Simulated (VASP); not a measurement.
InSb3: single point with PBEsol

InSb3:

```xyz
4
Lattice="4.7757 -0.1655 -0.1655 -0.1655 4.7757 -0.1655 -0.1655 -0.1655 4.7757" Properties=species:S:1:pos:R:3 pbc="T T T"
In    0.0000    0.0000    0.0000
Sb    2.3051   -0.1655    2.3051
Sb   -0.1655    2.3051    2.3051
Sb    2.3051    2.3051   -0.1655
```

| Property | Result |
| --- | --- |
| Program | VASP 6.6.1 |
| Task | single point |
| Functional | PBEsol |
| Potentials or basis | VASP PAW PBE potentials, release 64 (In_d, Sb) |
| Cutoff | 520 eV |
| k mesh | 8 × 8 × 8 |
| Occupations | gaussian, width 0.15 eV |
| Spin | no spin polarisation |
| Dipole correction | no |
| Further INCAR settings | ALGO = Normal; EDIFF = 1e-07; NBANDS = 22 |

```yaml
Pressure: -1.1 GPa
Band_gap_on_the_k_mesh: zero (bands 14 and 15 overlap by 4.07 eV)
```

Stress tensor (GPa, compression positive):
```
-1.11  0.72  0.72
 0.72 -1.11  0.72
 0.72  0.72 -1.11
```

Levels at points of the mesh, in eV from the Fermi level:
```tsv
k point	band 11	band 12	band 13	band 14	band 15	band 16	band 17	band 18
(0.00, 0.00, 0.00)	-4.19	-3.56	-0.33	0.41	0.41	2.02	2.02	2.68
(0.50, 0.00, 0.00)	-2.37	-2.36	-1.80	-1.06	-0.81	1.51	2.09	2.45
(0.50, 0.50, 0.00)	-1.96	-1.57	-1.32	-1.14	-1.14	0.16	1.27	2.98
(0.50, 0.50, 0.50)	-5.19	-4.81	-4.70	2.94	2.94	3.85	4.26	4.26
```

It took 2.7 min on 1 thread of Intel Xeon 8259CL (shared host), peak memory 0.3 GiB.

Caveat: the PAW data sets were made with another functional, which shifts forces and pressure a little; spin-orbit coupling is left out, which moves the levels of the heavy elements.
